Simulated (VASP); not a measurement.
# ZrB2 (P6/mmm) in VASP: a series of runs

The runs below take ZrB2 through single point, with PBE.

Program: VASP 6.6.1. These are calculated values, not measurements. Logs are shortened: lines on timing, memory, paths and dates and some standing lists are left out, and cuts for length are marked.

### Step 1. The cell of the first run

It takes space group P6/mmm (No. 191, hexagonal). The conventional cell has a = 3.176 Å, b = 3.176 Å, c = 3.536 Å, α = 90.00°, β = 90.00°, γ = 120.00°. Zr (site symmetry 6/mmm) has 12 B at 2.55 Å and 6 Zr at 3.18 Å within 3.4 Å. B (site symmetry -6m2) has 3 B at 1.83 Å within 2.4 Å.

### Step 2. Single point, PBE

INCAR

```
SYSTEM = ZrB2
ALGO = Normal
EDIFF = 1E-6
ENCUT = 500
GGA = PE
GGA_COMPAT = .False.
ISIF = 2
ISMEAR = 0
LASPH = .True.
LCHARG = .False.
LREAL = .False.
LWAVE = .False.
NBANDS = 16
NELM = 120
PREC = Accurate
SIGMA = 0.2
```

KPOINTS

```
k-points
0
Gamma
  6 6 8
  0 0 0
```

POSCAR

```
ZrB2
1.0
    3.1764845737      0.0000000000      0.0000000000
   -1.5882422868      2.7509163355      0.0000000000
    0.0000000000      0.0000000000      3.5356068181
Zr B
1 2
Direct
    0.0000000000      0.0000000000      0.0000000000
    0.6666666667      0.3333333333      0.5000000000
    0.3333333333      0.6666666667      0.5000000000
```

Potentials or basis: VASP PAW PBE potentials, release 64 (Zr_sv, B).

Started as:

```bash
$ cat potpaw_PBE.64/Zr_sv/POTCAR potpaw_PBE.64/B/POTCAR > POTCAR
$ mpirun -np 1 vasp_std > vasp.out
```

OUTCAR:

```text
SYSTEM = ZrB2
   EDIFF = 1E-6
   ENCUT = 500
   GGA = PE
   ISIF = 2
   ISMEAR = 0
   LASPH = .True.
   LREAL = .False.
   NELM = 120
   PREC = Accurate

 ion  position               nearest neighbor table
   1  0.000  0.000  0.000-   2 2.55   3 2.55   2 2.55   3 2.55   3 2.55   3 2.55   2 2.55   2 2.55
                             2 2.55   2 2.55   3 2.55   3 2.55
   2  0.667  0.333  0.500-   3 1.83   3 1.83   3 1.83   1 2.55   1 2.55   1 2.55   1 2.55   1 2.55
                             1 2.55
   3  0.333  0.667  0.500-   2 1.83   2 1.83   2 1.83   1 2.55   1 2.55   1 2.55   1 2.55   1 2.55
                             1 2.55

  LATTYP: Found a hexagonal cell.
 ALAT       =     3.1764845737
 C/A-ratio  =     1.1130565051

  Lattice vectors:

 A1 = (   3.1764845737,   0.0000000000,   0.0000000000)
 A2 = (  -1.5882422868,   2.7509163355,   0.0000000000)
 A3 = (   0.0000000000,   0.0000000000,   3.5356068181)

Analysis of symmetry for initial positions (statically):
=====================================================================
 Subroutine PRICEL returns:
 Original cell was already a primitive cell.

 Routine SETGRP: Setting up the symmetry group for a
 hexagonal supercell.

 Subroutine GETGRP returns: Found 24 space group operations
 (whereof 24 operations were pure point group operations)
 out of a pool of 24 trial point group operations.

The static configuration has the point symmetry D_6h.

Analysis of symmetry for dynamics (positions and initial velocities):
=====================================================================
 Subroutine PRICEL returns:
 Original cell was already a primitive cell.

 Routine SETGRP: Setting up the symmetry group for a
 hexagonal supercell.

 Subroutine GETGRP returns: Found 24 space group operations
 (whereof 24 operations were pure point group operations)
 out of a pool of 24 trial point group operations.

The dynamic configuration has the point symmetry D_6h.

 Subroutine INISYM returns: Found 24 space group operations
 (whereof 24 operations are pure point group operations),
 and found     1 'primitive' translations

----------------------------------------------------------------------------------------

                                     Primitive cell

  volume of cell :      30.8950

  direct lattice vectors                    reciprocal lattice vectors
     3.176484574  0.000000000  0.000000000     0.314813429  0.181757618  0.000000000
[... 85 lines left out ...]
   LASPH  =      T    aspherical Exc in radial PAW
   ENCUT  =  500.0 eV  36.75 Ry    6.06 a.u.   5.79  5.79  6.45*2*pi/ulx,y,z
   NELM   =    120;   NELMIN=  2; NELMDL= -5     # of ELM steps
   EDIFF  = 0.1E-05   stopping-criterion for ELM
   LREAL  =      F    real-space projection
   EDIFFG = 0.1E-04   stopping-criterion for IOM
   NSW    =      0    number of steps for IOM
   IBRION =     -1    ionic relax: 0-MD 1-quasi-New 2-CG
   NFREE  =      0    steps in history (QN), initial steepest desc. (CG)
   ISIF   =      2    stress and relaxation
   ISYM   =      2    0-nonsym 1-usesym 2-fastsym
   POTIM  = 0.5000    time-step for ionic-motion
   TEBEG  =    0.0;   TEEND  =   0.0 temperature during run
   PSTRESS=    0.0 pullay stress
   NELECT =      18.0000    total number of electrons
   NUPDOWN=      -1.0000    fix difference up-down
   EMIN   =  10.00;   EMAX   =-10.00  energy-range for DOS
   EFERMI =   0.00;   METHOD = LEGACY
   ISMEAR =     0;   SIGMA  =   0.20  broadening in eV -4-tet -1-fermi 0-gaus
   EFERMI_NEDOS =   21; number of points for ismear=-14 and -15
   IALGO  =     38    algorithm
   IMIX   =      4    mixing-type and parameters
     AMIX     =   0.40;   BMIX     =  1.00
     AMIX_MAG =   1.60;   BMIX_MAG =  1.00
  volume/ion in A,a.u.               =      10.30        69.50
  Fermi-wavevector in a.u.,A,eV,Ry     =   1.367318  2.583857 25.436900  1.869559
  Thomas-Fermi vector in A             =   2.493381
   LORBIT       =      0    0 simple, 1 ext, 2 COOP (PROOUT), +10 PAW based schemes
   GGA     = PE    functional components
   LHFCALC =     F    Hartree Fock is set to
   AEXX    =    0.0000 exact exchange contribution
   IVDW    =     0    specifies the selected vdW correction
   LEPSILON=     F    determine dielectric tensor
   LRPA    =     F    only Hartree local field effects (RPA)
 non-spin polarized calculation
 Gauss-broadening in eV      SIGMA  =   0.20
  energy-cutoff  :      500.00
  volume of cell :       30.89
 maximum number of plane-waves:       793
 NGX is ok and might be reduce to    24

 number of electron      18.0000000 magnetization

 Free energy of the ion-electron system (eV)
  ---------------------------------------------------
  ext. energy  EPLUGINS =         0.00000000
  ---------------------------------------------------
  free energy    TOTEN  =       -24.95866156 eV

  energy without entropy =      -24.95186668  energy(sigma->0) =      -24.95526412

 E-fermi :  10.1625     XC(G=0): -12.4214

 val. band max:        9.8466247880   @ k =   0.1667   0.0000   0.3750
 cond. band min:      10.1940907178   @ k =   0.3333   0.1667   0.0000
 fundamental gap:      0.3474659297
 Fermi energy:        10.1624932380

 k-point     1 :       0.0000    0.0000    0.0000
  band No.  band energies     occupation
      1     -38.1681      2.00000
      2     -16.3578      2.00000
      3     -15.8046      2.00000
      4     -15.8046      2.00000
      5      -2.2379      2.00000
      6       7.8412      2.00000
[... 433 lines left out ...]
      3     -16.4560      2.00000
      4     -15.9330      2.00000
      5       0.2055      2.00000
      6       4.2384      2.00000
[... 8 lines left out ...]
     15      19.1616      0.00000
     16      21.6475      0.00000

 [... further k-points ...]
[... 5 lines left out ...]
  --------------------------------------------------------------------------------------
  -------------------------------------------------------------------------------------
  Total       -0.0232136     -0.0232136     -0.0327374     -0.0000000      0.0000000      0.0000000
  in kB       -1.2038319     -1.2038319     -1.6977248     -0.0000000      0.0000000      0.0000000
  external PRESSURE =      -1.3684629 kB  Pullay stress =       0.0000000 kB

 VOLUME and BASIS-vectors are now :
 -----------------------------------------------------------------------------
  energy-cutoff  :      500.00
  volume of cell :       30.89
      direct lattice vectors                 reciprocal lattice vectors
     3.176484574  0.000000000  0.000000000     0.314813429  0.181757618  0.000000000
    -1.588242287  2.750916335  0.000000000     0.000000000  0.363515236  0.000000000
     0.000000000  0.000000000  3.535606818     0.000000000  0.000000000  0.282836880

 POSITION                                       TOTAL-FORCE (eV/Angst)
 -----------------------------------------------------------------------------------
      0.00000      0.00000      0.00000        -0.000000     -0.000000      0.000000
      1.58824      0.91697      1.76780        -0.000000     -0.000000      0.000000
     -0.00000      1.83394      1.76780         0.000000      0.000000      0.000000
 -----------------------------------------------------------------------------------
    total drift:                               -0.000000      0.000000      0.000000

  FREE ENERGIE OF THE ION-ELECTRON SYSTEM (eV)
  ---------------------------------------------------
  free  energy   TOTEN  =       -24.9586615608 eV

  energy  without entropy=      -24.9518666837  energy(sigma->0) =      -24.95526412
```

OSZICAR:

```text
N       E                     dE             d eps       ncg     rms          rms(c)
DAV:   1     0.975039586586E+02    0.97504E+02   -0.94420E+03  1120   0.109E+03
DAV:   2    -0.235971530255E+02   -0.12110E+03   -0.11615E+03  1448   0.282E+02
DAV:   3    -0.275695508189E+02   -0.39724E+01   -0.39543E+01  1680   0.437E+01
DAV:   4    -0.276211011083E+02   -0.51550E-01   -0.51544E-01  1368   0.454E+00
DAV:   5    -0.276226990303E+02   -0.15979E-02   -0.15979E-02  1664   0.492E-01    0.213E+01
DAV:   6    -0.250010852112E+02    0.26216E+01   -0.59252E+00  1448   0.160E+01    0.857E+00
DAV:   7    -0.249597678648E+02    0.41317E-01   -0.60573E-01  1496   0.483E+00    0.317E+00
DAV:   8    -0.249623110589E+02   -0.25432E-02   -0.90338E-02  1368   0.238E+00    0.387E-01
DAV:   9    -0.249589929614E+02    0.33181E-02   -0.18272E-02  1376   0.982E-01    0.217E-01
DAV:  10    -0.249586538357E+02    0.33913E-03   -0.17181E-03  1320   0.373E-01    0.357E-02
DAV:  11    -0.249586638502E+02   -0.10015E-04   -0.62761E-05  1408   0.757E-02    0.127E-02
DAV:  12    -0.249586615393E+02    0.23109E-05   -0.26074E-06  1312   0.132E-02    0.542E-03
DAV:  13    -0.249586615608E+02   -0.21429E-07   -0.22899E-07   720   0.455E-03
   1 F= -.24958662E+02 E0= -.24955264E+02  d E =-.679488E-02
```

Wall time 12 s (1 thread of Intel Xeon Platinum 8488C (Sapphire Rapids), shared host); peak memory 0.15 GiB.

Results:

| Quantity | Value |
| --- | --- |
| Free energy | -24.9587 eV |
| Pressure | -0.1 GPa |
| Band gap on the k mesh | zero (band 9 reaches 11.03 eV, above the bottom of band 10 at 10.19 eV) |

Levels at points of the mesh, in eV from the Fermi level:
| k point | band 7 | band 8 | band 9 | band 10 | band 11 | band 12 |
| --- | --- | --- | --- | --- | --- | --- |
| (0.00, 0.00, 0.00) | -2.32 | -2.26 | -2.03 | 3.69 | 3.69 | 4.48 |
| (0.50, 0.00, 0.00) | -3.56 | -2.75 | -2.36 | 2.53 | 2.60 | 5.20 |
| (0.00, 0.00, 0.50) | -0.67 | -0.67 | 0.62 | 0.62 | 1.09 | 1.09 |
| (0.50, 0.00, 0.50) | -4.30 | -3.80 | -1.71 | 4.04 | 4.35 | 5.58 |

Caveat: the k points lie up to 0.38 Å⁻¹ apart.

### Step 3. Single point, PBE

This run uses another cell than the first one, of 16.36 Å³/atom, 1.589 times its volume.

INCAR

```
PREC     = Accurate       # precision mode
ENCUT    = 500            # plane-wave cutoff, eV
EDIFF    = 1E-6           # SCF threshold, eV
ISMEAR   = 0              # smearing method
SIGMA    = 0.2            # smearing width, eV
LREAL    = F              # projectors in reciprocal space
LASPH    = T              # aspherical terms in the spheres
NELM     = 120            # most SCF steps
ALGO     = Normal         # electronic algorithm
ISIF     = 2              # what is computed and relaxed
LWAVE    = F              # write WAVECAR
LCHARG   = F              # write CHGCAR
GGA      = PE             # functional
NBANDS   = 16             # bands
GGA_COMPAT= F
```

KPOINTS

```
Automatic mesh
0
Gamma
  7 7 5
```

POSCAR

```
ZrB2
1.0
    3.9587737954     -0.0000000036      0.0000000000
   -1.9793868946      3.4283986764      0.0000000000
    0.0000000000      0.0000000000      3.6163183176
Zr B
1 2
Direct
    0.0000000000      0.0000000000      0.5000000000
    0.3333333333      0.6666666667      0.5000000000
    0.6666666667      0.3333333333      0.5000000000
```

Potentials or basis: VASP PAW PBE potentials, release 64 (Zr_sv, B).

Started as:

```bash
$ cat potpaw_PBE.64/Zr_sv/POTCAR potpaw_PBE.64/B/POTCAR > POTCAR
$ mpirun -np 1 vasp_std > vasp.out
```

OUTCAR:

```text
PREC = Accurate
   ENCUT = 500
   EDIFF = 1E-6
   ISMEAR = 0
   LREAL = F
   LASPH = T
   NELM = 120
   ISIF = 2
   GGA = PE

 ion  position               nearest neighbor table
   1  0.000  0.000  0.500-   2 2.29   3 2.29   2 2.29   3 2.29   3 2.29   2 2.29
   2  0.333  0.667  0.500-   1 2.29   1 2.29   1 2.29
   3  0.667  0.333  0.500-   1 2.29   1 2.29   1 2.29

  LATTYP: Found a hexagonal cell.
 ALAT       =     3.9587737954
 C/A-ratio  =     0.9134945578

  Lattice vectors:

 A1 = (   3.9587737954,  -0.0000000036,   0.0000000000)
 A2 = (  -1.9793868946,   3.4283986764,   0.0000000000)
 A3 = (   0.0000000000,   0.0000000000,   3.6163183176)

Analysis of symmetry for initial positions (statically):
=====================================================================
 Subroutine PRICEL returns:
 Original cell was already a primitive cell.

 Routine SETGRP: Setting up the symmetry group for a
 hexagonal supercell.

[... 164 lines left out ...]
  free energy    TOTEN  =       -17.53453208 eV

  energy without entropy =      -17.46724100  energy(sigma->0) =      -17.50088654

 E-fermi :   5.3063     XC(G=0):  -9.9974

 val. band max:        5.3052091242   @ k =   0.2857   0.2857   0.0000
 cond. band min:       5.3229594698   @ k =   0.4286  -0.0000   0.2000
 fundamental gap:      0.0177503456
 Fermi energy:         5.3063114256

 k-point     1 :       0.0000    0.0000    0.0000
  band No.  band energies     occupation
      1     -43.3265      2.00000
      2     -21.5119      2.00000
      3     -21.5119      2.00000
      4     -21.3646      2.00000
      5      -4.7318      2.00000
      6       0.5446      2.00000
[... 433 lines left out ...]
      3     -21.6028      2.00000
      4     -21.4850      2.00000
      5      -1.3252      2.00000
      6      -0.8456      2.00000
[... 8 lines left out ...]
     15      11.4007      0.00000
     16      11.4960      0.00000

------------------------ aborting loop because EDIFF is reached ----------------------------------------

  FORCE on cell =-STRESS in cart. coord.  units (eV):
  Direction    XX          YY          ZZ          XY          YZ          ZX
  --------------------------------------------------------------------------------------
  -------------------------------------------------------------------------------------
  Total        0.0427200      0.0427200      0.0144686     -0.0000000      0.0000000     -0.0000000
  in kB        1.3945157      1.3945157      0.4722990     -0.0000000      0.0000000     -0.0000000
  external PRESSURE =       1.0871101 kB  Pullay stress =       0.0000000 kB

 VOLUME and BASIS-vectors are now :
 -----------------------------------------------------------------------------
  energy-cutoff  :      500.00
  volume of cell :       49.08
      direct lattice vectors                 reciprocal lattice vectors
     3.958773795 -0.000000004  0.000000000     0.252603471  0.145840682  0.000000000
    -1.979386895  3.428398676  0.000000000     0.000000000  0.291681363  0.000000000
     0.000000000  0.000000000  3.616318318     0.000000000  0.000000000  0.276524330

 POSITION                                       TOTAL-FORCE (eV/Angst)
 -----------------------------------------------------------------------------------
      0.00000      0.00000      1.80816        -0.000000      0.000000      0.000000
      0.00000      2.28560      1.80816         0.000000     -0.000000      0.000000
      1.97939      1.14280      1.80816        -0.000000      0.000000     -0.000000
 -----------------------------------------------------------------------------------
    total drift:                                0.000000      0.000000     -0.000000

  FREE ENERGIE OF THE ION-ELECTRON SYSTEM (eV)
  ---------------------------------------------------
  free  energy   TOTEN  =       -17.5345320828 eV

  energy  without entropy=      -17.4672409984  energy(sigma->0) =      -17.50088654
```

Run time: 19 s. Hardware: 1 thread of Intel Xeon Platinum 8488C (Sapphire Rapids), shared host; peak memory 0.17 GiB.

Results:

```yaml
Free_energy: -17.5345 eV
Pressure: 0.1 GPa
Band_gap_on_the_k_mesh: zero (band 9 reaches 6.01 eV, above the bottom of band 10 at 4.75 eV)
```

Stress tensor (GPa, compression positive):
```
0.14 0.00 0.00
0.00 0.14 0.00
0.00 0.00 0.05
```

Levels at points of the mesh, in eV from the Fermi level:
```
           k point  band 6  band 7  band 8  band 9  band 10  band 11  band 12  band 13
(0.00, 0.00, 0.00)   -4.76   -4.76   -1.21   -0.67    -0.23     2.61     2.61     4.28
```

### Step 4. Single point, PBE

This run uses another cell than the first one, of 16.33 Å³/atom, 1.586 times its volume.

INCAR

```
ALGO = Normal
EDIFF = 1E-6
ENCUT = 500
GGA = PE
GGA_COMPAT = False
ISIF = 2
ISMEAR = 0
LASPH = True
LCHARG = True
LELF = True
LREAL = False
LVHAR = True
LWAVE = False
NBANDS = 16
NELM = 120
PREC = Accurate
SIGMA = 0.2
```

KPOINTS

```
k-points
0
Gamma
  6 6 6
```

POSCAR

```
ZrB2
1.0
    3.9420883608      0.0000000000      0.0000000000
   -1.9710441804      3.4139486645      0.0000000000
    0.0000000000      0.0000000000      3.6398690963
Zr B
1 2
Direct
    0.0000000000      0.0000000000      0.0000000000
    0.3333333333      0.6666666667      0.0000000000
    0.6666666667      0.3333333333      0.0000000000
```

Started as:

```bash
$ cat potpaw_PBE.64/Zr_sv/POTCAR potpaw_PBE.64/B/POTCAR > POTCAR
$ mpirun -np 1 vasp_std > vasp.out
```

Run time: 29 s. Hardware: 1 thread of Intel Xeon Platinum 8488C (Sapphire Rapids), shared host; peak memory 0.17 GiB.

It converged, with:

* Free energy: -17.5785 eV
* Pressure: 0.2 GPa
* Band gap on the k mesh: zero (band 9 reaches 6.29 eV, above the bottom of band 10 at 4.86 eV)

Stress tensor (GPa, compression positive):
```
0.31 0.00 0.00
0.00 0.31 0.00
0.00 0.00 0.04
```

Levels at points of the mesh, in eV from the Fermi level:
| k point | band 7 | band 8 | band 9 | band 10 | band 11 | band 12 |
| --- | --- | --- | --- | --- | --- | --- |
| (0.00, 0.00, 0.00) | -4.79 | -1.17 | -0.60 | -0.33 | 2.66 | 2.66 |
| (0.50, 0.00, 0.00) | -1.97 | -1.23 | -0.87 | -0.44 | 0.03 | 2.28 |
| (0.00, 0.00, 0.50) | -4.59 | -3.60 | -0.05 | 1.46 | 1.46 | 3.51 |
| (0.50, 0.00, 0.50) | -3.53 | -1.63 | -0.69 | -0.26 | 0.13 | 0.79 |

### Step 5. Single point, PBE

This run uses another cell than the first one: it holds 6 atoms, not 3.

INCAR

```
SYSTEM = ZrB2
PREC = Accurate ; ENCUT = 500
EDIFF = 1E-6 ; ISMEAR = 0
SIGMA = 0.2 ; LREAL = .FALSE.
LASPH = .TRUE. ; NELM = 120
ALGO = Normal ; ISIF = 2
LWAVE = .FALSE. ; LCHARG = .TRUE.
GGA = PE ; LELF = .TRUE.
LVHAR = .TRUE. ; NBANDS = 27
GGA_COMPAT = .FALSE.
```

KPOINTS

```
Automatic mesh
0
G
  4 4 4
  0 0 0
```

POSCAR

```
ZrB2
1.0
    4.4689470155      0.0000000000      0.0000000000
   -2.2344735077      3.8702216436      0.0000000000
    0.0000000000      0.0000000000      4.7012198181
Zr B
2 4
Direct
    0.3333333333      0.6666666667      0.0000000000
    0.6666666667      0.3333333333      0.0000000000
    0.3333333333      0.6666666667      0.5000000000
    0.6666666667      0.3333333333      0.5000000000
    0.0000000000      0.0000000000      0.8205206380
    0.0000000000      0.0000000000      0.1794793620
```

Started as:

```bash
$ cat potpaw_PBE.64/Zr_sv/POTCAR potpaw_PBE.64/B/POTCAR > POTCAR
$ mpirun -np 1 vasp_std > vasp.out
```

Run time: 33 s. Hardware: 1 thread of Intel Xeon Platinum 8488C (Sapphire Rapids), shared host; peak memory 0.2 GiB.

Results (log left out):

```yaml
Free_energy: -35.1548 eV
Pressure: 0.3 GPa
Largest_force: 0.014 eV/Å
Band_gap_on_the_k_mesh: zero (band 18 reaches 7.34 eV, above the bottom of band 19 at 6.06 eV)
```

Forces on the atoms (eV/Å):
```
Zr   0.000  0.000  0.000
Zr   0.000  0.000  0.000
B    0.000  0.000  0.000
B    0.000  0.000  0.000
B    0.000  0.000 -0.014
B    0.000  0.000  0.014
```

Stress tensor (GPa, compression positive):
```
0.19 0.00 0.00
0.00 0.19 0.00
0.00 0.00 0.39
```

Levels at points of the mesh, in eV from the Fermi level:
```
           k point  band 15  band 16  band 17  band 18  band 19  band 20  band 21  band 22
(0.00, 0.00, 0.00)    -0.76    -0.76    -0.33    -0.33     0.10     1.01     1.01     2.07
(0.50, 0.00, 0.00)    -1.81    -1.75    -1.32    -0.99    -0.80     1.90     2.75     3.31
(0.00, 0.00, 0.50)    -2.49    -1.46    -1.32    -0.65    -0.61    -0.61     1.68     1.72
(0.50, 0.00, 0.50)    -2.74    -1.96    -1.95    -0.78     1.39     1.65     1.66     1.83
```

Caveat: the k points lie up to 0.41 Å⁻¹ apart.

### Step 6. Summary

```tsv
cell	k mesh	gap on the mesh (eV)	pressure (GPa)
a = 3.176, b = 3.176, c = 3.536 Å, angles 90.0, 90.0, 120.0°, 3 atoms	6 × 6 × 8	none	-0.1
a = 3.959, b = 3.959, c = 3.616 Å, angles 90.0, 90.0, 120.0°, 3 atoms	7 × 7 × 5	none	0.1
a = 3.942, b = 3.942, c = 3.640 Å, angles 90.0, 90.0, 120.0°, 3 atoms	6 × 6 × 6	none	0.2
a = 4.469, b = 4.469, c = 4.701 Å, angles 90.0, 90.0, 120.0°, 6 atoms	4 × 4 × 4	none	0.3
```

Alike in all rows: task single point; level PBE; potentials or basis VASP PAW PBE potentials, release 64 (Zr_sv, B); no spin polarisation; cutoff (eV) 500; smearing gaussian 0.2 eV.

Caveats: some runs use coarse meshes.

Total energies depend on the potentials used, so only differences within one code and one set of settings carry meaning.
